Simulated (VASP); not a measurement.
CrO2: relaxation of cell and atoms with PBE

The system is CrO2.

```
CELL_PARAMETERS angstrom
4.40919 0.00000 0.00000
0.00000 4.40919 0.00000
0.00000 0.00000 2.91389
ATOMIC_POSITIONS crystal
Cr 0.00000 0.00000 0.50000
Cr 0.50000 0.50000 0.00000
O 0.19726 0.19726 0.00000
O 0.30274 0.69726 0.50000
O 0.80274 0.80274 0.00000
O 0.69726 0.30274 0.50000
```

```
Program                : VASP 6.6.1
Task                   : relaxation of cell and atoms
Functional             : PBE
Potentials or basis    : VASP PAW PBE potentials, release 64 (Cr_pv, O)
Cutoff                 : 600 eV
k mesh                 : 4 × 4 × 6
Occupations            : gaussian, width 0.1 eV
Spin                   : collinear spin, ferromagnetic start
Starting moments       : [1.9, 1.9, 0.0, 0.0, 0.0, 0.0] μB
Dipole correction      : no
Further INCAR settings : ALGO = Normal; EDIFF = 1e-07; IBRION = 2; EDIFFG = -0.04; NSW = 60; ISIF = 3
```

```
Relaxed volume                                        : 9.63 Å³/atom
Relaxed cell                                          : a = 4.445 Å, b = 4.445 Å, c = 2.925 Å, α = 90.00°, β = 90.00°, γ = 90.00°
Space group after relaxing (to 0.05 Å)                : P4_2/mnm (No. 136)
Energy gained by relaxing                             : 2.9 meV/atom
Ionic steps                                           : 4
Pressure after relaxing                               : 0.0 GPa
Largest force after relaxing                          : 0.010 eV/Å
Band gap on the k mesh                                : zero (filled and empty bands overlap)
Net moment                                            : 4.00 μB per cell
Site moments                                          : Cr +2.11; O -0.08 μB
Valence electrons inside the program's atomic spheres : Cr 10.83; O 5.03
```

Forces on the atoms (eV/Å):
```
Cr   0.000  0.000  0.000
Cr   0.000  0.000  0.000
O   -0.007 -0.007  0.000
O    0.007 -0.007  0.000
O    0.007  0.007  0.000
O   -0.007  0.007  0.000
```

Stress tensor (GPa, compression positive):
```
 0.08  0.00  0.00
 0.00  0.08  0.00
 0.00  0.00 -0.22
```

Step by step:
| step | energy change (eV) | largest force (eV/Å) | pressure (GPa) | volume (Å³) |
| --- | --- | --- | --- | --- |
| 1 | 0.0000 | 0.0392 | 4.69 | 56.65 |
| 2 | 0.0008 | 0.1126 | -4.64 | 58.95 |
| 3 | -0.0163 | 0.0744 | -0.10 | 57.77 |
| 4 | -0.0174 | 0.0101 | -0.02 | 57.80 |

Final structure:
```
Cr O
1.0
     4.44499    0.00000    0.00000
     0.00000    4.44499    0.00000
     0.00000    0.00000    2.92529
Cr O
2 4
Direct
  0.00000 0.00000 0.50000
  0.50000 0.50000 0.00000
  0.19658 0.19658 0.00000
  0.30342 0.69658 0.50000
  0.80342 0.80342 0.00000
  0.69658 0.30342 0.50000
```

Levels at points of the mesh, in eV from the Fermi level:
Spin up:
```tsv
k point	band 22	band 23	band 24	band 25	band 26	band 27	band 28	band 29	band 30
(0.00, 0.00, 0.00)	-1.18	-1.18	-1.14	-1.14	-1.11	-0.54	1.06	1.16	3.76
(0.50, 0.00, 0.00)	-1.58	-0.78	-0.78	-0.35	-0.35	0.34	0.34	3.24	3.24
(0.50, 0.50, 0.00)	-2.05	-1.48	-1.48	-1.12	-1.12	0.88	0.88	2.67	2.67
(0.00, 0.00, 0.50)	-2.66	-0.71	-0.71	-0.03	-0.03	0.74	0.74	2.41	2.41
(0.50, 0.00, 0.50)	-1.84	-1.43	-1.43	-0.71	-0.71	0.92	0.92	1.62	1.62
(0.50, 0.50, 0.50)	-1.70	-0.71	-0.71	-0.24	-0.24	0.07	0.07	2.91	2.91
```
Spin down:
| k point | band 18 | band 19 | band 20 | band 21 | band 22 | band 23 | band 24 | band 25 | band 26 | band 27 |
| --- | --- | --- | --- | --- | --- | --- | --- | --- | --- | --- |
| (0.00, 0.00, 0.00) | -3.36 | -1.69 | -1.34 | -1.34 | -0.91 | 0.96 | 0.97 | 1.22 | 1.22 | 1.28 |
| (0.50, 0.00, 0.00) | -4.19 | -2.82 | -2.82 | -1.71 | -1.71 | 1.62 | 1.62 | 1.79 | 1.79 | 2.05 |
| (0.50, 0.50, 0.00) | -3.15 | -2.50 | -2.50 | -2.14 | -2.14 | 0.98 | 0.98 | 1.24 | 1.24 | 2.34 |
| (0.00, 0.00, 0.50) | -3.88 | -3.50 | -3.50 | -2.55 | -2.55 | 1.64 | 1.64 | 2.10 | 2.10 | 2.47 |
| (0.50, 0.00, 0.50) | -3.71 | -3.08 | -3.08 | -2.02 | -2.02 | 0.70 | 0.70 | 2.14 | 2.14 | 2.52 |
| (0.50, 0.50, 0.50) | -3.84 | -2.33 | -2.33 | -1.63 | -1.63 | 1.30 | 1.30 | 1.99 | 1.99 | 2.17 |

Run time: 4.6 min on 1 thread of Intel(R) Xeon(R) Platinum 8259CL CPU @ 2.50GHz (Skylake/Cascade Lake), with other jobs on the host, peak memory 0.24 GiB.

Caveat: semilocal functionals often make such compounds metallic where correlation or magnetic order opens a gap, which also shifts bond lengths; only a ferromagnetic start was run, and an antiferromagnetic order may lie lower in energy. With open d or f shells a metallic result of PBE can be an artefact of self-interaction; +U or a hybrid may open a gap.
